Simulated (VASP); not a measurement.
Here is a VASP 6.6.1 calculation.

The input INCAR:

```
SYSTEM = BP
PREC = Accurate
ENCUT = 450
EDIFF = 1E-7
ISMEAR = 0
SIGMA = 0.02
LREAL = .False.
LASPH = .True.
NELM = 120
ALGO = Normal
ISIF = 2
LWAVE = .False.
LCHARG = .False.
GGA = PE
IBRION = 2
NSW = 60
EDIFFG = -0.002
GGA_COMPAT = .False.
NELMIN = 4
```

Contents of KPOINTS:

```
Automatic mesh
0
Gamma
  8 8 8
  0 0 0
```

The input POSCAR:

```
BP
1.0
    0.0000000000      2.2969143471      2.2688908745
    2.2969143471      0.0000000000      2.2688908745
    2.2969143471      2.2969143471      0.0000000000
B P
1 1
Direct
    0.0000000000      0.0000000000      0.0000000000
    0.2500000000      0.2500000000      0.2500000000
```

Potentials or basis: VASP PAW PBE potentials, release 64 (B, P).

The run is started by

```bash
$ cat potpaw_PBE.64/B/POTCAR potpaw_PBE.64/P/POTCAR > POTCAR
$ mpirun -np 1 vasp_std > vasp.out
```

Problem. Estimate the band gap on the k mesh.

Solution. 1.12 eV, indirect (least direct gap 3.24 eV).

Final structure:
```yaml
crystal:
  lattice:
    - [0.00000, 2.29691, 2.26889]
    - [2.29691, 0.00000, 2.26889]
    - [2.29691, 2.29691, 0.00000]
  atoms:
    - { symbol: B, position: [0.00000, 0.00000, 0.00000] }
    - { symbol: P, position: [0.25000, 0.25000, 0.25000] }
```

Caveat: the cell differs from its parent crystal (strained cell); the relaxation stopped at its first step, so nothing moved. A k mesh can miss the band edges.
